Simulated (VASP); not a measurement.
**TbBeC: single point with PBE**

Crystal: TbBeC.

```
Tb Be C
1.0
     3.36384    0.00000    0.00000
    -1.68192    2.91317    0.00000
     0.00000    0.00000    3.82448
Tb Be C
1 1 1
Direct
  0.66667 0.33333 0.00000
  0.33333 0.66667 0.50000
  0.00000 0.00000 0.50000
```

The cell was built from a structure type or drawn by symmetry, and may not be a known phase.

- Program: VASP 6.6.1
- Task: single point
- Functional: PBE
- Potentials or basis: VASP PAW PBE potentials, release 64 (Tb_3, Be, C), 4f in core
- Cutoff: 600 eV
- k mesh: 18 × 18 × 12
- Occupations: gaussian, width 0.1 eV
- Spin: no spin polarisation
- Dipole correction: no
- Mended: yes
- Further INCAR settings: ALGO = Normal; EDIFF = 1e-06; NBANDS = 14

```
Pressure               : 0.5 GPa
Band gap on the k mesh : zero (an odd number of electrons rules out a gap without spin polarisation)
```

Levels at points of the mesh, in eV from the Fermi level:
| k point | band 4 | band 5 | band 6 | band 7 | band 8 | band 9 | band 10 | band 11 | band 12 | band 13 |
| --- | --- | --- | --- | --- | --- | --- | --- | --- | --- | --- |
| (0.00, 0.00, 0.00) | -11.29 | -1.13 | -1.13 | -1.09 | -1.00 | 3.55 | 4.54 | 4.54 | 5.87 | 5.87 |
| (0.50, 0.00, 0.00) | -9.34 | -5.21 | -2.32 | -1.53 | -0.58 | 3.20 | 4.58 | 5.77 | 6.76 | 7.44 |
| (0.00, 0.00, 0.50) | -9.71 | -5.11 | -0.38 | -0.38 | 2.77 | 2.77 | 2.92 | 3.21 | 3.21 | 5.88 |
| (0.50, 0.00, 0.50) | -9.68 | -4.23 | -2.67 | -2.54 | -0.08 | 4.04 | 5.72 | 7.68 | 7.89 | 8.77 |

Wall time 56 s on 1 thread of Intel(R) Xeon(R) 6975P-C (Granite Rapids), with other jobs on the host, peak memory 0.33 GiB.

Caveat: spin-orbit coupling is left out, which moves the levels of the heavy elements; the 4f electrons are frozen in the core, so they carry no moment and show no levels. Spin polarisation is off, so any magnetic state and its effect on volume and gap are missing.
